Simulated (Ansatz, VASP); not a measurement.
**BN: VASP beside Ansatz**

INCAR

```
ALGO = Normal
EDIFF = 1E-7
ENCUT = 520
GGA = PE
ISIF = 2
ISMEAR = 0
LASPH = True
LCHARG = False
LREAL = False
LWAVE = False
NBANDS = 36
NELM = 60
PREC = Accurate
SIGMA = 0.05
```

The input KPOINTS:

```
k-points
0
Gamma
  10 10 2
```

POSCAR

```
BN
1.0
   -2.5545800960      0.0000000000      0.0000000000
   -1.2772900480     -2.2123312592      0.0000000000
   -1.5967402890     -0.9218784357     12.6735436055
B N
6 6
Direct
    0.5711929384      0.5711929384      0.2291186182
    0.4322929384      0.4322929384      0.5624519516
    0.2933929384      0.2933929384      0.8957852849
    0.3073096051      0.3073096051      0.0624519516
    0.1684096051      0.1684096051      0.3957852849
    0.0295096051      0.0295096051      0.7291186182
    0.6232265049      0.6232265049      0.1042480484
    0.4843265049      0.4843265049      0.4375813818
    0.3454265049      0.3454265049      0.7709147151
   -0.0573568284     -0.0573568284      0.9375813818
    0.2204431716      0.2204431716      0.2709147151
    0.0815431716      0.0815431716      0.6042480484
```

Input for Ansatz:

```yaml
crystal:
  lattice:
    - [-2.554580096, 0.0, 0.0]
    - [-1.277290048, -2.2123312592, 0.0]
    - [-1.596740289, -0.9218784357, 12.6735436055]
  atoms:
    - { symbol: B, position: [0.5711929384, 0.5711929384, 0.2291186182] }
    - { symbol: B, position: [0.4322929384, 0.4322929384, 0.5624519516] }
    - { symbol: B, position: [0.2933929384, 0.2933929384, 0.8957852849] }
    - { symbol: B, position: [0.3073096051, 0.3073096051, 0.0624519516] }
    - { symbol: B, position: [0.1684096051, 0.1684096051, 0.3957852849] }
    - { symbol: B, position: [0.0295096051, 0.0295096051, 0.7291186182] }
    - { symbol: "N", position: [0.6232265049, 0.6232265049, 0.1042480484] }
    - { symbol: "N", position: [0.4843265049, 0.4843265049, 0.4375813818] }
    - { symbol: "N", position: [0.3454265049, 0.3454265049, 0.7709147151] }
    - { symbol: "N", position: [-0.0573568284, -0.0573568284, 0.9375813818] }
    - { symbol: "N", position: [0.2204431716, 0.2204431716, 0.2709147151] }
    - { symbol: "N", position: [0.0815431716, 0.0815431716, 0.6042480484] }
basis:
  ecutwfc: 420
kpoints:
  mp_grid: { grid: [10, 10, 2] }
hamiltonian:
  xc: pbe
scf:
  occupations: { method: gaussian, width: 0.05 }
output:
  forces: true
  stress: true
  eigenvalues: true
```

Alike in both runs: task single point; functional PBE; k mesh 10 × 10 × 2; occupations gaussian, width 0.05 eV; no spin polarisation.

|  | VASP | Ansatz |
| --- | --- | --- |
| version | VASP 6.6.1 | Ansatz 0.2.0 |
| potentials or method | VASP PAW PBE potentials, release 64 (B, N), cutoff 520 eV | scalar-relativistic, plane waves, PAW |
| valence electrons in the cell | 48 | 48 |

|  | VASP | Ansatz | Ansatz less VASP |
| --- | --- | --- | --- |
| gap on the k mesh at the Fermi level (eV) | 2.70 | 2.70 | +0.002 |
| least direct gap on the mesh (eV) | 3.87 | 3.88 | +0.006 |
| pressure (GPa) | 0.4 | 0.1 | -0.22 |
| traceless stress, the component that is largest in VASP (GPa) | 8.33 | 8.40 | +0.072 |
| rms of the force components (eV/Å) | 0.389 | 0.391 | +0.0020 |

Atom by atom the forces differ by 0.003 eV/Å (rms over components).
